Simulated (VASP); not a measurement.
# NbH2 (R-3m) in VASP: notebook

Runs on NbH2. Level: LDA. Tasks: single point.

Program: VASP 6.6.1. These are calculated values, not measurements. Logs are shortened: lines on timing, memory, paths and dates and some standing lists are left out, and cuts for length are marked.

**1. The cell of the first run**

Symmetry: R-3m, No. 166, trigonal system. The conventional cell has a = 3.243 Å, b = 3.243 Å, c = 7.824 Å, α = 90.00°, β = 90.00°, γ = 120.00°. Within 2.6 Å of Nb (site symmetry -3m) lie 8 H at 1.96 to 1.98 Å. Within 2.6 Å of H (site symmetry 3m) lie 4 Nb at 1.96 to 1.98 Å and 6 H at 2.28 Å.

**2. Single point, LDA (equal xy, yz and zx shear strains of -1 %)**

INCAR

```
SYSTEM = NbH2
ALGO = Normal ; EDIFF = 1E-6
ENCUT = 500 ; GGA = CA
GGA_COMPAT = .False. ; ISIF = 2
ISMEAR = -1 ; LASPH = .True.
LCHARG = .False. ; LREAL = .False.
LWAVE = .False. ; NBANDS = 14
NELM = 120 ; PREC = Accurate
SIGMA = 0.03
```

KPOINTS

```
k-points
0
Gamma
  15 15 15
  0 0 0
```

POSCAR

```
NbH2
1.0
   -0.0228150000      2.2700925000      2.2700925000
    2.2700925000     -0.0228150000      2.2700925000
    2.2700925000      2.2700925000     -0.0228150000
Nb H
1 2
Direct
    0.0000000000      0.0000000000      0.0000000000
    0.2500000000      0.2500000000      0.2500000000
    0.7500000000      0.7500000000      0.7500000000
```

Potentials or basis: VASP PAW LDA potentials, release 64 (Nb_sv, H).

Launch:

```sh
$ cat potpaw_LDA.64/Nb_sv/POTCAR potpaw_LDA.64/H/POTCAR > POTCAR
$ mpirun -np 1 vasp_std > vasp.out
```

OUTCAR:

```text
SYSTEM = NbH2
   EDIFF = 1E-6
   ENCUT = 500
   GGA = CA
   ISIF = 2
   ISMEAR = -1
   LASPH = .True.
   LREAL = .False.
   NELM = 120
   PREC = Accurate

 ion  position               nearest neighbor table
   1  0.000  0.000  0.000-   2 1.96   3 1.96
   2  0.250  0.250  0.250-   1 1.96
   3  0.750  0.750  0.750-   1 1.96

  LATTYP: Found a trigonal (rhomboedric) cell.
 ALAT       =     3.2104766689
 COS(alpha) =     0.4899250057

  Lattice vectors:

 A1 = (  -0.0228150000,   2.2700925000,   2.2700925000)
 A2 = (   2.2700925000,  -0.0228150000,   2.2700925000)
 A3 = (   2.2700925000,   2.2700925000,  -0.0228150000)

Analysis of symmetry for initial positions (statically):
=====================================================================
 Subroutine PRICEL returns:
 Original cell was already a primitive cell.

 Routine SETGRP: Setting up the symmetry group for a
 trigonal (rhombohedral) supercell.

 Subroutine GETGRP returns: Found 12 space group operations
 (whereof 12 operations were pure point group operations)
 out of a pool of 12 trial point group operations.

The static configuration has the point symmetry D_3d.

Analysis of symmetry for dynamics (positions and initial velocities):
=====================================================================
 Subroutine PRICEL returns:
 Original cell was already a primitive cell.

 Routine SETGRP: Setting up the symmetry group for a
 trigonal (rhombohedral) supercell.

 Subroutine GETGRP returns: Found 12 space group operations
 (whereof 12 operations were pure point group operations)
 out of a pool of 12 trial point group operations.

The dynamic configuration has the point symmetry D_3d.

 Subroutine INISYM returns: Found 12 space group operations
 (whereof 12 operations are pure point group operations),
 and found     1 'primitive' translations

----------------------------------------------------------------------------------------

                                     Primitive cell

  volume of cell :      23.7497

  direct lattice vectors                    reciprocal lattice vectors
    -0.022815000  2.270092500  2.270092500    -0.216962415  0.219165079  0.219165079
     2.270092500 -0.022815000  2.270092500     0.219165079 -0.216962415  0.219165079
     2.270092500  2.270092500 -0.022815000     0.219165079  0.219165079 -0.216962415

  length of vectors
     3.210476669  3.210476669  3.210476669     0.378337617  0.378337617  0.378337617

  position of ions in fractional coordinates (direct lattice)
     0.000000000  0.000000000  0.000000000
     0.250000000  0.250000000  0.250000000
     0.750000000  0.750000000  0.750000000

  ion indices of the primitive-cell ions
   primitive index   ion index
                 1           1
                 2           2
                 3           3

----------------------------------------------------------------------------------------

 KPOINTS: k-points

Automatic generation of k-mesh.
 Grid dimensions read from file:
 generate k-points for:   15   15   15

 Generating k-lattice:

  Cartesian coordinates                     Fractional coordinates (reciprocal lattice)
    -0.014464161  0.014611005  0.014611005     0.066666667  0.000000000 -0.000000000
     0.014611005 -0.014464161  0.014611005     0.000000000  0.066666667 -0.000000000
     0.014611005  0.014611005 -0.014464161     0.000000000  0.000000000  0.066666667

  Length of vectors
     0.025222508  0.025222508  0.025222508

  Shift w.r.t. Gamma in fractional coordinates (k-lattice)
     0.000000000  0.000000000  0.000000000

 Subroutine IBZKPT returns following result:
 ===========================================

 Found    344 irreducible k-points:

 Following reciprocal coordinates:
            Coordinates               Weight
  0.000000  0.000000  0.000000      1.000000
  0.066667  0.000000  0.000000      6.000000
  0.133333  0.000000  0.000000      6.000000
  0.200000  0.000000 -0.000000      6.000000
  0.266667  0.000000  0.000000      6.000000
  0.333333  0.000000  0.000000      6.000000
[... 16 lines left out ...]
  0.133333  0.133333  0.000000      6.000000
  0.200000  0.133333 -0.000000     12.000000
 [... further k-points ...]
   k-points           NKPTS =    344   k-points in BZ     NKDIM =    344   number of bands    NBANDS=     14
   number of dos      NEDOS =    301   number of ions     NIONS =      3
   total plane-waves  NPLWV =  13824
   dimension x,y,z NGX =    24 NGY =   24 NGZ =   24
   dimension x,y,z NGXF=    48 NGYF=   48 NGZF=   48
   ions per type =               1   2
   NGX,Y,Z   is equivalent  to a cutoff of  12.43, 12.43, 12.43 a.u.
   NGXF,Y,Z  is equivalent  to a cutoff of  24.86, 24.86, 24.86 a.u.
 SYSTEM =  NbH2
   PREC   = accura    normal or accurate (medium, high low for compatibility)
   ISTART =      0    job   : 0-new  1-cont  2-samecut
   ICHARG =      2    charge: 1-file 2-atom 10-const
   ISPIN  =      1    spin polarized calculation?
   LNONCOLLINEAR =      F non collinear calculations
   LSORBIT =      F    spin-orbit coupling
   LASPH  =      T    aspherical Exc in radial PAW
   ENCUT  =  500.0 eV  36.75 Ry    6.06 a.u.   5.85  5.85  5.85*2*pi/ulx,y,z
   NELM   =    120;   NELMIN=  2; NELMDL= -5     # of ELM steps
   EDIFF  = 0.1E-05   stopping-criterion for ELM
   LREAL  =      F    real-space projection
[... 7 lines left out ...]
   TEBEG  =    0.0;   TEEND  =   0.0 temperature during run
   PSTRESS=    0.0 pullay stress
   NELECT =      15.0000    total number of electrons
   NUPDOWN=      -1.0000    fix difference up-down
   EMIN   =  10.00;   EMAX   =-10.00  energy-range for DOS
   EFERMI =   0.00;   METHOD = LEGACY
   ISMEAR =    -1;   SIGMA  =   0.03  broadening in eV -4-tet -1-fermi 0-gaus
   EFERMI_NEDOS =   21; number of points for ismear=-14 and -15
   IALGO  =     38    algorithm
   IMIX   =      4    mixing-type and parameters
     AMIX     =   0.40;   BMIX     =  1.00
     AMIX_MAG =   1.60;   BMIX_MAG =  1.00
  volume/ion in A,a.u.               =       7.92        53.42
  Fermi-wavevector in a.u.,A,eV,Ry     =   1.404599  2.654307 26.842910  1.972898
  Thomas-Fermi vector in A             =   2.527144
   LORBIT       =      0    0 simple, 1 ext, 2 COOP (PROOUT), +10 PAW based schemes
   GGA     = CA    functional components
   LHFCALC =     F    Hartree Fock is set to
   AEXX    =    0.0000 exact exchange contribution
   IVDW    =     0    specifies the selected vdW correction
   LEPSILON=     F    determine dielectric tensor
   LRPA    =     F    only Hartree local field effects (RPA)
 non-spin polarized calculation
  energy-cutoff  :      500.00
  volume of cell :       23.75
 maximum number of plane-waves:       614
   NGX = 11   NGY = 11   NGZ = 11

 number of electron      15.0000000 magnetization

 Free energy of the ion-electron system (eV)
  ---------------------------------------------------
  ext. energy  EPLUGINS =         0.00000000
  ---------------------------------------------------
  free energy    TOTEN  =       -19.25499856 eV

  energy without entropy =      -19.25206384  energy(sigma->0) =      -19.25353120

 E-fermi :   9.7724     XC(G=0): -12.2416

 val. band max:        9.7716176960   @ k =  -0.4667   0.3333   0.2667
 cond. band min:       9.7821760544   @ k =  -0.3333   0.2667   0.0667
 fundamental gap:      0.0105583583
 Fermi energy:         9.7723862718

 k-point     1 :       0.0000    0.0000    0.0000
  band No.  band energies     occupation
      1     -45.3156      2.00000
      2     -21.2576      2.00000
      3     -21.2576      2.00000
      4     -21.2339      2.00000
      5      -0.8426      2.00000
      6       8.3454      2.00000
      7       8.3454      2.00000
      8       8.5135      2.00000
      9       8.7766      2.00000
     10      11.0240      0.00000
     11      11.0240      0.00000
     12      22.2011      0.00000
     13      23.0335      0.00000
     14      23.0335      0.00000

 k-point     2 :       0.0667    0.0000    0.0000
  band No.  band energies     occupation
      1     -45.3119      2.00000
      2     -21.2872      2.00000
      3     -21.2612      2.00000
      4     -21.2395      2.00000
      5      -0.7213      2.00000
      6       7.2580      2.00000
      7       8.4043      2.00000
      8       8.5566      2.00000
      9      10.0307      0.00036
     10      10.9720      0.00000
     11      10.9774      0.00000
     12      21.0315      0.00000
     13      23.2775      0.00000
     14      23.5027      0.00000

 k-point     3 :       0.1333    0.0000    0.0000
  band No.  band energies     occupation
      1     -45.3015      2.00000
      2     -21.3740      2.00000
      3     -21.2711      2.00000
      4     -21.2514      2.00000
      5      -0.3755      2.00000
      6       6.1617      2.00000
      7       8.5540      2.00000
      8       8.7162      2.00000
      9      10.8652      0.00000
     10      10.8718      0.00000
     11      11.5614      0.00000
     12      19.7402      0.00000
     13      23.9740      0.00000
     14      24.1740      0.00000

 k-point     4 :       0.2000    0.0000   -0.0000
  band No.  band energies     occupation
      1     -45.2862      2.00000
      2     -21.5006      2.00000
      3     -21.2857      2.00000
      4     -21.2678      2.00000
      5       0.1366      2.00000
      6       5.2955      2.00000
      7       8.7064      2.00000
      8       8.8796      2.00000
      9      10.8380      0.00000
     10      10.8634      0.00000
     11      13.0452      0.00000
     12      18.7357      0.00000
     13      23.7942      0.00000
     14      25.0672      0.00000

 k-point     5 :       0.2667    0.0000    0.0000
  band No.  band energies     occupation
      1     -45.2685      2.00000
      2     -21.6432      2.00000
      3     -21.3024      2.00000
      4     -21.2863      2.00000
      5       0.7039      2.00000
      6       4.7239      2.00000
      7       8.7483      2.00000
      8       8.9245      2.00000
      9      11.0368      0.00000
     10      11.0883      0.00000
     11      14.2338      0.00000
[... 276 lines left out ...]
 k-point    22 :      -0.0667    0.0667    0.0000
  band No.  band energies     occupation
      1     -45.3061      2.00000
      2     -21.3309      2.00000
      3     -21.2747      2.00000
      4     -21.2436      2.00000
      5      -0.5256      2.00000
      6       6.5258      2.00000
      7       8.5074      2.00000
      8       8.6686      2.00000
      9      10.7631      0.00000
     10      10.9935      0.00000
     11      11.0289      0.00000
     12      20.2762      0.00000
     13      23.3222      0.00000
     14      24.0320      0.00000

 k-point    23 :       0.1333    0.1333    0.0000
  band No.  band energies     occupation
      1     -45.2965      2.00000
      2     -21.3714      2.00000
      3     -21.2971      2.00000
      4     -21.2795      2.00000
      5      -0.2007      2.00000
      6       5.7398      2.00000
      7       8.7559      2.00000
      8       8.8565      2.00000
      9      10.2157      0.00000
     10      11.2450      0.00000
     11      12.1109      0.00000
     12      20.0134      0.00000
     13      23.3396      0.00000
     14      23.5398      0.00000

 k-point    24 :       0.2000    0.1333   -0.0000
  band No.  band energies     occupation
      1     -45.2849      2.00000
      2     -21.4563      2.00000
      3     -21.3119      2.00000
      4     -21.2983      2.00000
      5       0.2049      2.00000
      6       5.0915      2.00000
      7       8.9222      2.00000
      8       9.0812      2.00000
      9       9.9103      0.01995
     10      11.3481      0.00000
     11      13.2184      0.00000
     12      19.5167      0.00000
     13      23.2744      0.00000
     14      23.6667      0.00000

 [... further k-points ...]

------------------------ aborting loop because EDIFF is reached ----------------------------------------

  FORCE on cell =-STRESS in cart. coord.  units (eV):
  Direction    XX          YY          ZZ          XY          YZ          ZX
  --------------------------------------------------------------------------------------
  -------------------------------------------------------------------------------------
  Total       -1.2317311     -1.2317311     -1.2317311      0.1965078      0.1965078      0.1965078
  in kB      -83.0936379    -83.0936379    -83.0936379     13.2565839     13.2565839     13.2565839
  external PRESSURE =     -83.0936379 kB  Pullay stress =       0.0000000 kB

 VOLUME and BASIS-vectors are now :
 -----------------------------------------------------------------------------
  energy-cutoff  :      500.00
  volume of cell :       23.75
      direct lattice vectors                 reciprocal lattice vectors
    -0.022815000  2.270092500  2.270092500    -0.216962415  0.219165079  0.219165079
     2.270092500 -0.022815000  2.270092500     0.219165079 -0.216962415  0.219165079
     2.270092500  2.270092500 -0.022815000     0.219165079  0.219165079 -0.216962415

 POSITION                                       TOTAL-FORCE (eV/Angst)
 -----------------------------------------------------------------------------------
      0.00000      0.00000      0.00000         0.000000      0.000000      0.000000
      1.12934      1.12934      1.12934         0.046546      0.046546      0.046546
      3.38803      3.38803      3.38803        -0.046546     -0.046546     -0.046546
 -----------------------------------------------------------------------------------
    total drift:                               -0.000000      0.000000      0.000000

  FREE ENERGIE OF THE ION-ELECTRON SYSTEM (eV)
  ---------------------------------------------------
  free  energy   TOTEN  =       -19.2549985636 eV

  energy  without entropy=      -19.2520638428  energy(sigma->0) =      -19.25353120
```

It took 30 s on 1 thread of Intel Xeon 6975P-C (Granite Rapids), shared host; peak memory 0.21 GiB.

Results:

- Free energy: -19.2550 eV
- Pressure: -8.3 GPa
- Largest force: 0.081 eV/Å

Forces on the atoms (eV/Å):
```
Nb   0.000  0.000  0.000
H    0.047  0.047  0.047
H   -0.047 -0.047 -0.047
```

Stress tensor (GPa, compression positive):
```
-8.31  1.33  1.33
 1.33 -8.31  1.33
 1.33  1.33 -8.31
```

Caveat: the cell differs from its parent crystal (equal xy, yz and zx shear strains of -1 %).

**3. Single point, LDA (equal xy, yz and zx shear strains of +1 %)**

INCAR

```
PREC = Accurate
ENCUT = 500
EDIFF = 1E-6
ISMEAR = -1
SIGMA = 0.03
LREAL = F
LASPH = T
NELM = 120
ALGO = Normal
ISIF = 2
LWAVE = F
LCHARG = F
GGA = CA
NBANDS = 14
GGA_COMPAT = F
```

KPOINTS

```
Automatic mesh
0
Gamma
  15 15 15
```

POSCAR

```
NbH2
1.0
    0.0228150000      2.2929075000      2.2929075000
    2.2929075000      0.0228150000      2.2929075000
    2.2929075000      2.2929075000      0.0228150000
Nb H
1 2
Direct
    0.0000000000      0.0000000000      0.0000000000
    0.2500000000      0.2500000000      0.2500000000
    0.7500000000      0.7500000000      0.7500000000
```

Potentials or basis: VASP PAW LDA potentials, release 64 (Nb_sv, H).

Launch:

```sh
$ cat potpaw_LDA.64/Nb_sv/POTCAR potpaw_LDA.64/H/POTCAR > POTCAR
$ mpirun -np 1 vasp_std > vasp.out
```

It took 30 s on 1 thread of Intel Xeon 6975P-C (Granite Rapids), shared host; peak memory 0.21 GiB.

Results (log left out):

- Free energy: -19.2551 eV
- Pressure: -8.3 GPa
- Largest force: 0.074 eV/Å

Forces on the atoms (eV/Å):
```
Nb   0.000  0.000  0.000
H   -0.043 -0.043 -0.043
H    0.043  0.043  0.043
```

Stress tensor (GPa, compression positive):
```
-8.31 -1.27 -1.27
-1.27 -8.31 -1.27
-1.27 -1.27 -8.31
```

Levels at points of the mesh, in eV from the Fermi level:
| k point | band 6 | band 7 | band 8 | band 9 | band 10 | band 11 |
| --- | --- | --- | --- | --- | --- | --- |
| (0.00, 0.00, 0.00) | -1.48 | -1.32 | -1.32 | -1.00 | 1.25 | 1.25 |

Caveat: the cell differs from its parent crystal (equal xy, yz and zx shear strains of +1 %).

**4. Single point, LDA (equal xy, yz and zx shear strains of +2 %)**

INCAR

```
ALGO     = Normal         # electronic algorithm
EDIFF    = 1E-6           # SCF threshold, eV
ENCUT    = 500            # plane-wave cutoff, eV
GGA_COMPAT= F            
ISIF     = 2              # what is computed and relaxed
ISMEAR   = -1             # smearing method
LASPH    = T              # aspherical terms in the spheres
LCHARG   = F              # write CHGCAR
LREAL    = F              # projectors in reciprocal space
LWAVE    = F              # write WAVECAR
NBANDS   = 14             # bands
NELM     = 120            # most SCF steps
PREC     = Accurate       # precision mode
SIGMA    = 0.03           # smearing width, eV
```

KPOINTS

```
k-points
0
Gamma
  15 15 15
```

POSCAR

```
NbH2
1.0
    0.0456300000      2.3043150000      2.3043150000
    2.3043150000      0.0456300000      2.3043150000
    2.3043150000      2.3043150000      0.0456300000
Nb H
1 2
Direct
    0.0000000000      0.0000000000      0.0000000000
    0.2500000000      0.2500000000      0.2500000000
    0.7500000000      0.7500000000      0.7500000000
```

Launch:

```sh
$ cat potpaw_LDA.64/Nb_sv/POTCAR potpaw_LDA.64/H/POTCAR > POTCAR
$ mpirun -np 1 vasp_std > vasp.out
```

Run time: 33 s. Hardware: 1 thread of Intel Xeon 6975P-C (Granite Rapids), shared host; peak memory 0.21 GiB.

It converged, with:

- Free energy: -19.2469 eV
- Pressure: -8.1 GPa
- Largest force: 0.143 eV/Å

Forces on the atoms (eV/Å):
```
Nb   0.000  0.000  0.000
H   -0.083 -0.083 -0.083
H    0.083  0.083  0.083
```

Stress tensor (GPa, compression positive):
```
-8.13 -2.58 -2.58
-2.58 -8.13 -2.58
-2.58 -2.58 -8.13
```

Levels at points of the mesh, in eV from the Fermi level:
```tsv
k point	band 4	band 5	band 6	band 7	band 8	band 9	band 10	band 11	band 12	band 13
(0.00, 0.00, 0.00)	-31.01	-10.62	-1.59	-1.27	-1.27	-1.00	1.26	1.26	12.44	13.00
```

Caveat: the cell differs from its parent crystal (equal xy, yz and zx shear strains of +2 %).

**5. Summary**

```tsv
cell	gap on the mesh (eV)	pressure (GPa)	largest force (eV/Å)
a = 3.210 Å, angles 60.7°, 3 atoms	none	-8.3	0.08
a = 3.243 Å, angles 59.3°, 3 atoms	none	-8.3	0.07
a = 3.259 Å, angles 58.7°, 3 atoms	none	-8.1	0.14
```

Alike in all rows: task single point; level LDA; potentials or basis VASP PAW LDA potentials, release 64 (Nb_sv, H); no spin polarisation; k mesh 15 × 15 × 15; cutoff (eV) 500; smearing fermi-dirac 0.03 eV.

Absolute energies hang on the potentials; compare differences alone.
